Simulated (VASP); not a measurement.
# Au (P6_3/mmc) in VASP: notebook

The runs below take Au through single point, with PBEsol.

Program: VASP 6.6.1. These are calculated values, not measurements. Logs are shortened: lines on timing, memory, paths and dates and some standing lists are left out, and cuts for length are marked.

## 1. The cell of the first run

It takes space group P6_3/mmc (No. 194, hexagonal). Conventional cell: a = 2.926 Å, b = 2.926 Å, c = 4.923 Å, α = 90.00°, β = 90.00°, γ = 120.00°. Within 3.9 Å of Au (site symmetry -6m2) lie 12 Au at 2.93 to 2.99 Å.

## 2. Single point, PBEsol

File INCAR:

```
PREC = Accurate ; ENCUT = 520
EDIFF = 1E-6 ; ISMEAR = -1
SIGMA = 0.1 ; LREAL = F
LASPH = T ; NELM = 60
ALGO = Normal ; ISIF = 2
LWAVE = F ; LCHARG = F
GGA = PS ; NBANDS = 18
```

File KPOINTS:

```
regular mesh
0
Gamma
  13 13 7
```

File POSCAR:

```
Au
1.0
    2.9255519774      0.0000000000      0.0000000000
   -1.4627759887      2.5336026644      0.0000000000
    0.0000000000      0.0000000000      4.9229978102
Au
2
Direct
    0.3333333333      0.6666666667      0.7500000000
    0.6666666667      0.3333333333      0.2500000000
```

Potentials or basis: VASP PAW PBE potentials, release 64 (Au).

On the command line:

```
$ cat potpaw_PBE.64/Au/POTCAR > POTCAR
$ mpirun -np 1 vasp_std > vasp.out
```

OUTCAR:

```text
PREC = Accurate
   ENCUT = 520
   EDIFF = 1E-6
   ISMEAR = -1
   LREAL = F
   LASPH = T
   NELM = 60
   ISIF = 2
   GGA = PS

 ion  position               nearest neighbor table
   1  0.333  0.667  0.750-   2 2.99   2 2.99   2 2.99   2 2.99   2 2.99   2 2.99
   2  0.667  0.333  0.250-   1 2.99   1 2.99   1 2.99   1 2.99   1 2.99   1 2.99

  LATTYP: Found a hexagonal cell.
 ALAT       =     2.9255519774
 C/A-ratio  =     1.6827586207

  Lattice vectors:

 A1 = (   2.9255519774,   0.0000000000,   0.0000000000)
 A2 = (  -1.4627759887,   2.5336026644,   0.0000000000)
 A3 = (   0.0000000000,   0.0000000000,   4.9229978102)

Analysis of symmetry for initial positions (statically):
=====================================================================
 Subroutine PRICEL returns:
 Original cell was already a primitive cell.

 Routine SETGRP: Setting up the symmetry group for a
 hexagonal supercell.

 Subroutine GETGRP returns: Found 24 space group operations
 (whereof 12 operations were pure point group operations)
 out of a pool of 24 trial point group operations.

The static configuration has the point symmetry D_3d.
 The point group associated with its full space group is D_6h.

Analysis of symmetry for dynamics (positions and initial velocities):
=====================================================================
 Subroutine PRICEL returns:
 Original cell was already a primitive cell.

 Routine SETGRP: Setting up the symmetry group for a
 hexagonal supercell.

 Subroutine GETGRP returns: Found 24 space group operations
 (whereof 12 operations were pure point group operations)
 out of a pool of 24 trial point group operations.

The dynamic configuration has the point symmetry D_3d.
 The point group associated with its full space group is D_6h.

 Subroutine INISYM returns: Found 24 space group operations
 (whereof 12 operations are pure point group operations),
 and found     1 'primitive' translations

----------------------------------------------------------------------------------------

                                     Primitive cell

  volume of cell :      36.4902

  direct lattice vectors                    reciprocal lattice vectors
     2.925551977  0.000000000  0.000000000     0.341815838  0.197347440  0.000000000
    -1.462775989  2.533602664  0.000000000     0.000000000  0.394694880  0.000000000
     0.000000000  0.000000000  4.922997810     0.000000000  0.000000000  0.203128264

  length of vectors
     2.925551977  2.925552265  4.922997810     0.394694919  0.394694880  0.203128264

  position of ions in fractional coordinates (direct lattice)
     0.333333333  0.666666667  0.750000000
     0.666666667  0.333333333  0.250000000

  ion indices of the primitive-cell ions
   primitive index   ion index
                 1           1
                 2           2

----------------------------------------------------------------------------------------

 KPOINTS: regular mesh

Automatic generation of k-mesh.
 Grid dimensions read from file:
 generate k-points for:   13   13    7

 Generating k-lattice:

  Cartesian coordinates                     Fractional coordinates (reciprocal lattice)
     0.026293526  0.015180572  0.000000000     0.076923077  0.000000000  0.000000000
     0.000000000  0.030361145  0.000000000     0.000000000  0.076923077  0.000000000
     0.000000000  0.000000000  0.029018323     0.000000000  0.000000000  0.142857143

  Length of vectors
     0.030361148  0.030361145  0.029018323

  Shift w.r.t. Gamma in fractional coordinates (k-lattice)
     0.000000000  0.000000000  0.000000000

 Subroutine IBZKPT returns following result:
 ===========================================

 Found     84 irreducible k-points:

 Following reciprocal coordinates:
            Coordinates               Weight
  0.000000  0.000000  0.000000      1.000000
  0.076923  0.000000  0.000000      6.000000
  0.153846  0.000000  0.000000      6.000000
  0.230769  0.000000  0.000000      6.000000
  0.307692  0.000000  0.000000      6.000000
  0.384615  0.000000  0.000000      6.000000
[... 16 lines left out ...]
  0.076923  0.000000  0.142857     12.000000
  0.153846  0.000000  0.142857     12.000000
 [... further k-points ...]
   k-points           NKPTS =     84   k-points in BZ     NKDIM =     84   number of bands    NBANDS=     18
   number of dos      NEDOS =    301   number of ions     NIONS =      2
   total plane-waves  NPLWV =  23040
   dimension x,y,z NGX =    24 NGY =   24 NGZ =   40
   dimension x,y,z NGXF=    48 NGYF=   48 NGZF=   80
   ions per type =               2
   NGX,Y,Z   is equivalent  to a cutoff of  13.64, 13.64, 13.51 a.u.
   NGXF,Y,Z  is equivalent  to a cutoff of  27.28, 27.28, 27.02 a.u.
 SYSTEM =  unknown system
   PREC   = accura    normal or accurate (medium, high low for compatibility)
   ISTART =      0    job   : 0-new  1-cont  2-samecut
   ICHARG =      2    charge: 1-file 2-atom 10-const
   ISPIN  =      1    spin polarized calculation?
   LNONCOLLINEAR =      F non collinear calculations
   LSORBIT =      F    spin-orbit coupling
   LASPH  =      T    aspherical Exc in radial PAW
   ENCUT  =  520.0 eV  38.22 Ry    6.18 a.u.   5.44  5.44  9.15*2*pi/ulx,y,z
   NELM   =     60;   NELMIN=  2; NELMDL= -5     # of ELM steps
   EDIFF  = 0.1E-05   stopping-criterion for ELM
   LREAL  =      F    real-space projection
   EDIFFG = 0.1E-04   stopping-criterion for IOM
   NSW    =      0    number of steps for IOM
   IBRION =     -1    ionic relax: 0-MD 1-quasi-New 2-CG
   NFREE  =      0    steps in history (QN), initial steepest desc. (CG)
   ISIF   =      2    stress and relaxation
   ISYM   =      2    0-nonsym 1-usesym 2-fastsym
   POTIM  = 0.5000    time-step for ionic-motion
   TEBEG  =    0.0;   TEEND  =   0.0 temperature during run
   PSTRESS=    0.0 pullay stress
   NELECT =      22.0000    total number of electrons
   NUPDOWN=      -1.0000    fix difference up-down
   EMIN   =  10.00;   EMAX   =-10.00  energy-range for DOS
   EFERMI =   0.00;   METHOD = LEGACY
   ISMEAR =    -1;   SIGMA  =   0.10  broadening in eV -4-tet -1-fermi 0-gaus
   EFERMI_NEDOS =   21; number of points for ismear=-14 and -15
   IALGO  =     38    algorithm
   IMIX   =      4    mixing-type and parameters
     AMIX     =   0.40;   BMIX     =  1.00
     AMIX_MAG =   1.60;   BMIX_MAG =  1.00
  volume/ion in A,a.u.               =      18.25       123.12
  Fermi-wavevector in a.u.,A,eV,Ry     =   1.383005  2.613500 26.023900  1.912703
  Thomas-Fermi vector in A             =   2.507643
   LORBIT       =      0    0 simple, 1 ext, 2 COOP (PROOUT), +10 PAW based schemes
   GGA     = PS    functional components
   LHFCALC =     F    Hartree Fock is set to
   AEXX    =    0.0000 exact exchange contribution
   IVDW    =     0    specifies the selected vdW correction
   LEPSILON=     F    determine dielectric tensor
   LRPA    =     F    only Hartree local field effects (RPA)
 non-spin polarized calculation
  energy-cutoff  :      520.00
  volume of cell :       36.49
 maximum number of plane-waves:      1008
 NGX is ok and might be reduce to    24
   NGX = 11   NGY = 11   NGZ = 19

 number of electron      21.9999998 magnetization

 Free energy of the ion-electron system (eV)
  ---------------------------------------------------
  ext. energy  EPLUGINS =         0.00000000
  ---------------------------------------------------
  free energy    TOTEN  =        -7.77409109 eV

  energy without entropy =       -7.75801106  energy(sigma->0) =       -7.76605108

 E-fermi :   8.0674     XC(G=0): -12.4834

 val. band max:        8.0479734595   @ k =   0.2308   0.0769   0.2857
 cond. band min:       8.0766497505   @ k =   0.0769   0.0000   0.0000
 fundamental gap:      0.0286762910
 Fermi energy:         8.0674309280

 k-point     1 :       0.0000    0.0000    0.0000
  band No.  band energies     occupation
      1      -1.0387      2.00000
      2       1.3537      2.00000
      3       3.6787      2.00000
      4       3.9474      2.00000
      5       3.9474      2.00000
      6       4.2218      2.00000
[... 10 lines left out ...]
     17      25.9858      0.00000
     18      25.9858      0.00000

 k-point     2 :       0.0769    0.0000    0.0000
  band No.  band energies     occupation
      1      -0.8616      2.00000
      2       1.4989      2.00000
      3       3.6254      2.00000
      4       3.9894      2.00000
      5       4.0612      2.00000
      6       4.1644      2.00000
[... 10 lines left out ...]
     17      25.0571      0.00000
     18      25.6786      0.00000

 k-point     3 :       0.1538    0.0000    0.0000
  band No.  band energies     occupation
      1      -0.3523      2.00000
      2       1.8759      2.00000
      3       3.4733      2.00000
      4       3.9561      2.00000
      5       4.2342      2.00000
      6       4.2506      2.00000
[... 10 lines left out ...]
     17      24.5760      0.00000
     18      25.5063      0.00000

 k-point     4 :       0.2308    0.0000    0.0000
  band No.  band energies     occupation
      1       0.4052      2.00000
      2       2.2257      2.00000
      3       3.4526      2.00000
      4       3.5577      2.00000
      5       3.8005      2.00000
      6       4.4159      2.00000
[... 375 lines left out ...]
      4       3.9150      2.00000
      5       3.9150      2.00000
      6       4.1784      2.00000
[... 10 lines left out ...]
     17      25.8617      0.00000
     18      25.8617      0.00000

 k-point    23 :       0.0769    0.0000    0.1429
  band No.  band energies     occupation
      1      -0.7054      2.00000
      2       1.4886      2.00000
      3       3.6190      2.00000
      4       3.9062      2.00000
      5       4.0213      2.00000
      6       4.0981      2.00000
[... 10 lines left out ...]
     17      25.0824      0.00000
     18      25.1666      0.00000

 k-point    24 :       0.1538    0.0000    0.1429
  band No.  band energies     occupation
      1      -0.2031      2.00000
      2       1.8823      2.00000
      3       3.4971      2.00000
      4       3.8408      2.00000
      5       3.9303      2.00000
      6       4.3010      2.00000
[... 10 lines left out ...]
     17      24.4912      0.00000
     18      24.9191      0.00000

 [... further k-points ...]

------------------------ aborting loop because EDIFF is reached ----------------------------------------

  FORCE on cell =-STRESS in cart. coord.  units (eV):
  Direction    XX          YY          ZZ          XY          YZ          ZX
  --------------------------------------------------------------------------------------
  -------------------------------------------------------------------------------------
  Total       -2.2972460     -2.2972466     -2.2698481      0.0000000     -0.0000000      0.0000000
  in kB     -100.8653769   -100.8654034    -99.6624147      0.0000000     -0.0000000      0.0000000
  external PRESSURE =    -100.4643983 kB  Pullay stress =       0.0000000 kB

 VOLUME and BASIS-vectors are now :
 -----------------------------------------------------------------------------
  energy-cutoff  :      520.00
  volume of cell :       36.49
      direct lattice vectors                 reciprocal lattice vectors
     2.925551977  0.000000000  0.000000000     0.341815838  0.197347440  0.000000000
    -1.462775989  2.533602664  0.000000000     0.000000000  0.394694880  0.000000000
     0.000000000  0.000000000  4.922997810     0.000000000  0.000000000  0.203128264

 POSITION                                       TOTAL-FORCE (eV/Angst)
 -----------------------------------------------------------------------------------
     -0.00000      1.68907      3.69225         0.000000     -0.000000      0.000000
      1.46278      0.84453      1.23075        -0.000000      0.000000      0.000000
 -----------------------------------------------------------------------------------
    total drift:                               -0.000000      0.000000     -0.000000

  FREE ENERGIE OF THE ION-ELECTRON SYSTEM (eV)
  ---------------------------------------------------
  free  energy   TOTEN  =        -7.7740910941 eV

  energy  without entropy=       -7.7580110649  energy(sigma->0) =       -7.76605108
```

It took 51 s on 1 thread of Intel Xeon 8259CL, shared host; peak memory 0.19 GiB.

Results:

- Free energy: -7.7741 eV
- Pressure: -10.0 GPa
- Band gap on the k mesh: zero (band 11 reaches 11.01 eV, above the bottom of band 12 at 5.78 eV)

Stress tensor (GPa, compression positive):
```
-10.09   0.00   0.00
  0.00 -10.09   0.00
  0.00   0.00  -9.97
```

Caveat: the PAW data sets were made with another functional, which shifts forces and pressure a little; spin-orbit coupling is left out, which moves the levels of the heavy elements.

(Part 1 of 2 ends here.)
